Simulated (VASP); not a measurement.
# Co: single point with PBE

Crystal: Co.

```xyz
2
Lattice="2.5074 0.0000 0.0000 -1.2537 2.1715 0.0000 0.0000 0.0000 4.0699" Properties=species:S:1:pos:R:3 pbc="T T T"
Co    0.0000    1.4476    1.0175
Co    1.2537    0.7238    3.0524
```

```
Program                : VASP 6.6.1
Task                   : single point
Functional             : PBE
Potentials or basis    : VASP PAW PBE potentials, release 64 (Co)
Cutoff                 : 600 eV
k mesh                 : 12 × 12 × 7, shifted
Occupations            : fermi-dirac, width 0.1 eV
Spin                   : collinear spin, ferromagnetic start
Starting moments       : [1.8, 1.8] μB
Dipole correction      : no
Further INCAR settings : ALGO = Normal; EDIFF = 1e-06; NBANDS = 20; ISYM = 0
```

```yaml
Pressure: -4.7 GPa
Net_moment: 3.22 μB per cell
Site_moments: Co +1.64 μB
Valence_electrons_inside_the_program's_atomic_spheres: Co 8.23
```

Stress tensor (GPa, compression positive):
```
-4.49  0.00  0.00
 0.00 -4.49  0.00
 0.00  0.00 -5.16
```

Levels at points of the mesh, in eV from the Fermi level:
Spin up:
```
           k point  band 7  band 8  band 9  band 10  band 11  band 12  band 13  band 14  band 15  band 16
(0.04, 0.04, 0.07)   -2.20   -1.96   -1.95    -1.53    -0.85     0.56     6.49    20.56    21.60    23.43
```
Spin down:
```csv
k point,band 3,band 4,band 5,band 6,band 7,band 8,band 9,band 10,band 11,band 12
"(0.04, 0.04, 0.07)",-1.17,-0.86,-0.84,-0.81,-0.58,-0.51,-0.18,-0.13,1.05,1.64
```

It took 12 min on 1 thread of Intel(R) Xeon(R) 6975P-C (Granite Rapids), on a shared host, peak memory 1.1 GiB.

Caveat: the cell stands under tension.
